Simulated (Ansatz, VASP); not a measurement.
**One calculation of Pb, two programs**

```
CELL_PARAMETERS angstrom
3.37118 0.00000 0.00000
-1.68559 2.91953 0.00000
0.00000 0.00000 5.95672
ATOMIC_POSITIONS crystal
Pb 0.33333 0.66667 0.25000
Pb 0.66667 0.33333 0.75000
```

Alike in both runs: task single point; functional PBEsol; k mesh 18 × 18 × 10; occupations gaussian, width 0.15 eV; no spin polarisation.

```csv
,VASP,Ansatz
version,VASP 6.6.1,Ansatz 0.2.0
potentials or method,"VASP PAW PBE potentials, release 64 (Pb_d), cutoff 520 eV","scalar-relativistic, plane waves, PAW"
valence electrons in the cell,28,28
```

VASP gave:

* gap on the k mesh at the Fermi level (eV): none
* pressure (GPa): 1.1
* traceless stress, the component that is largest in VASP (GPa): -2.41

Which values does Ansatz return?

gap on the k mesh at the Fermi level (eV): none; pressure (GPa): 1.2; traceless stress, the component that is largest in VASP (GPa): -2.42.

VASP's potentials were made for PBE, not for PBEsol. A gap of «none» marks a metal or a gap that the smearing closes.

Neither program's run includes spin-orbit coupling.
